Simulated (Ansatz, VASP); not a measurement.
# SrO: VASP beside Ansatz

INCAR

```
SYSTEM = SrO
ALGO = Normal
EDIFF = 1E-6
ENCUT = 520
GGA = PE
ISIF = 2
ISMEAR = 0
LASPH = .True.
LCHARG = .False.
LREAL = .False.
LWAVE = .False.
NBANDS = 24
NELM = 100
PREC = Accurate
SIGMA = 0.05
```

Contents of KPOINTS:

```
k-points
0
Gamma
  9 9 4
  0 0 0
```

POSCAR

```
SrO
1.0
    3.6366829075      0.0000000000      0.0000000000
   -1.8183414538      3.1494597834      0.0000000000
    0.0000000000      0.0000000000      6.3468734168
Sr O
2 2
Direct
    0.3333333333      0.6666666667      0.2534631737
    0.6666666667      0.3333333333      0.7534631737
    0.0000000000      0.0000000000     -0.0189663906
    0.0000000000      0.0000000000      0.4810336094
```

Input for Ansatz:

```yaml
crystal:
  lattice:
    - [3.6366829075, 0.0, 0.0]
    - [-1.8183414538, 3.1494597834, 0.0]
    - [0.0, 0.0, 6.3468734168]
  atoms:
    - { symbol: Sr, position: [0.3333333333, 0.6666666667, 0.2534631737] }
    - { symbol: Sr, position: [0.6666666667, 0.3333333333, 0.7534631737] }
    - { symbol: O, position: [0.0, 0.0, -0.0189663906] }
    - { symbol: O, position: [0.0, 0.0, 0.4810336094] }
basis:
  ecutwfc: 520.0
kpoints:
  mp_grid: { grid: [9, 9, 4] }
hamiltonian:
  xc: pbe
scf:
  occupations: { method: gaussian, width: 0.05 }
output:
  forces: true
  stress: true
  eigenvalues: true
```

Change from the starting cell: mode 8 frozen in at -0.118 Å, equal normal strain along x, y and z +0.0167.

Alike in both runs: task single point; functional PBE; k mesh 9 × 9 × 4; occupations gaussian, width 0.05 eV; no spin polarisation.

|  | VASP | Ansatz |
| --- | --- | --- |
| version | VASP 6.6.1 | Ansatz 0.2.0 |
| potentials or method | VASP PAW PBE potentials, release 64 (Sr_sv, O), cutoff 520 eV | scalar-relativistic, plane waves, PAW |
| valence electrons in the cell | 32 | 32 |

```csv
,VASP,Ansatz,Ansatz less VASP
gap on the k mesh at the Fermi level (eV),2.77,2.77,+0.003
least direct gap on the mesh (eV),2.77,2.77,+0.003
pressure (GPa),-2.7,-3.1,-0.44
"traceless stress, the component that is largest in VASP (GPa)",-0.30,-0.28,+0.019
rms of the force components (eV/Å),0.123,0.113,-0.0096
```

Atom by atom the forces differ by 0.010 eV/Å (rms over components). The functional is the same, so the differences come from potentials, cutoffs and numerics.
